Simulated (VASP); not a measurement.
Wanted: the native input for a VASP 6.6.1 run.

| Quantity | Value |
| --- | --- |
| Task | single point |
| Functional | r2SCAN |
| Potentials or basis | VASP PAW PBE potentials, release 64 (B) |
| Cutoff | 550 eV |
| k mesh | 9 × 9 × 9 |
| Occupations | gaussian, width 0.02 eV |
| Spin | no spin polarisation |
| Dipole correction | no |
| Further INCAR settings | ALGO = Normal; EDIFF = 1e-06; NBANDS = 30 |

The system is B.

```
B
1.0
     2.37027    1.36848    4.05345
    -2.37027    1.36848    4.05345
     0.00000   -2.73695    4.05345
B
12
Direct
  0.01122 0.65257 0.01122
  0.01122 0.01122 0.65257
  0.65257 0.01122 0.01122
  0.98878 0.34743 0.98878
  0.34743 0.98878 0.98878
  0.98878 0.98878 0.34743
  0.22371 0.62725 0.22371
  0.22371 0.22371 0.62725
  0.62725 0.22371 0.22371
  0.77629 0.37275 0.77629
  0.37275 0.77629 0.77629
  0.77629 0.77629 0.37275
```

The input as run:

POSCAR

```
B
1.0
    2.3702719290      1.3684771362      4.0534467131
   -2.3702719290      1.3684771362      4.0534467131
    0.0000000000     -2.7369542725      4.0534467131
B
12
Direct
    0.0112239223      0.6525650799      0.0112239223
    0.0112239223      0.0112239223      0.6525650799
    0.6525650799      0.0112239223      0.0112239223
    0.9887760777      0.3474349201      0.9887760777
    0.3474349201      0.9887760777      0.9887760777
    0.9887760777      0.9887760777      0.3474349201
    0.2237094301      0.6272529644      0.2237094301
    0.2237094301      0.2237094301      0.6272529644
    0.6272529644      0.2237094301      0.2237094301
    0.7762905699      0.3727470356      0.7762905699
    0.3727470356      0.7762905699      0.7762905699
    0.7762905699      0.7762905699      0.3727470356
```

INCAR.step1

```
ALGO     = Normal         # electronic algorithm
EDIFF    = 1E-5           # SCF threshold, eV
ENCUT    = 550            # plane-wave cutoff, eV
GGA      = PE             # functional
GGA_COMPAT= False        
ISMEAR   = 0              # smearing method
LASPH    = True           # aspherical terms in the spheres
LCHARG   = False          # write CHGCAR
LREAL    = False          # projectors in reciprocal space
LWAVE    = True           # write WAVECAR
NBANDS   = 30             # bands
NELM     = 120            # most SCF steps
PREC     = Accurate       # precision mode
SIGMA    = 0.02           # smearing width, eV
```

INCAR.step2

```
ALGO     = Normal         # electronic algorithm
EDIFF    = 1E-6           # SCF threshold, eV
ENCUT    = 550            # plane-wave cutoff, eV
GGA_COMPAT= False        
ISIF     = 2              # what is computed and relaxed
ISMEAR   = 0              # smearing method
ISTART   = 1            
LASPH    = True           # aspherical terms in the spheres
LCHARG   = False          # write CHGCAR
LMIXTAU  = True         
LREAL    = False          # projectors in reciprocal space
LWAVE    = False          # write WAVECAR
METAGGA  = R2SCAN         # meta-GGA
NBANDS   = 30             # bands
NELM     = 120            # most SCF steps
PREC     = Accurate       # precision mode
SIGMA    = 0.02           # smearing width, eV
```

KPOINTS

```
k-points
0
Gamma
  9 9 9
```

Potentials or basis: VASP PAW PBE potentials, release 64 (B).

Launch:

```bash
$ cat potpaw_PBE.64/B/POTCAR > POTCAR
$ cp INCAR.step1 INCAR
$ mpirun -np 1 vasp_std > vasp.out
$ cp INCAR.step2 INCAR
$ mpirun -np 1 vasp_std > vasp.out
```

It gave:

```json
{"Pressure": "24.5 GPa", "Largest force": "0.033 eV/Å", "Band gap on the k mesh": "1.16 eV (least direct gap 1.54 eV)"}
```

Caveat: the cell stands under pressure; the PAW data sets were made with another functional, which shifts forces and pressure a little.

Wall time 13 min on 1 thread of Oxide Virtual Turin-like Processor, with other jobs on the host, peak memory 0.3 GiB.
